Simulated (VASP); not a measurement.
Write the native input for VASP 6.6.1 that does the following.

```yaml
Task: single point
Functional: BLYP
Potentials_or_basis: VASP PAW PBE potentials, release 64 (La, Na_sv)
Cutoff: 1130 eV
k_mesh: 5 × 5 × 3
Occupations: fermi-dirac, width 0.05 eV
Spin: no spin polarisation
Dipole_correction: no
Further_INCAR_settings: ALGO = Normal; EDIFF = 1e-06; NBANDS = 17
```

The structure of NaLa lies in POSCAR:

```
NaLa
1.0
    3.6062507687      0.0000000000      0.0000000000
   -1.8031253843      3.1231047781      0.0000000000
    0.0000000000      0.0000000000      6.4837820000
La Na
1 1
Direct
    0.3333333333      0.6666666667      0.5000000000
    0.0000000000      0.0000000000      0.0000000000
```

One way to write it, as run:

INCAR

```
SYSTEM = NaLa
AGGAC = 1.0 ; AGGAX = 1.0
ALDAC = 0.0 ; ALDAX = 1.0
ALGO = Normal ; EDIFF = 1E-6
ENCUT = 1130 ; GGA = B5
GGA_COMPAT = .FALSE. ; ISIF = 2
ISMEAR = -1 ; LASPH = .TRUE.
LCHARG = .TRUE. ; LELF = .TRUE.
LMAXMIX = 6 ; LREAL = .FALSE.
LVHAR = .TRUE. ; LWAVE = .FALSE.
NBANDS = 17 ; NELM = 200
PREC = Accurate ; SIGMA = 0.05
```

KPOINTS

```
k-points
0
G
  5 5 3
  0 0 0
```

Potentials or basis: VASP PAW PBE potentials, release 64 (La, Na_sv).

Launch:

```bash
$ cat potpaw_PBE.64/La/POTCAR potpaw_PBE.64/Na_sv/POTCAR > POTCAR
$ mpirun -np 1 vasp_std > vasp.out
```

Results of the run:

* Pressure: 0.9 GPa
* Band gap on the k mesh: zero (bands 10 and 11 overlap by 0.27 eV)

Caveat: the k points lie up to 0.40 Å⁻¹ apart; the PAW data sets were made with another functional, which shifts forces and pressure a little; spin-orbit coupling is left out, which moves the levels of the heavy elements.

Wall time 110 s on 1 thread of Intel(R) Xeon(R) Platinum 8259CL CPU @ 2.50GHz (Skylake/Cascade Lake), with other jobs on the host, peak memory 0.36 GiB.
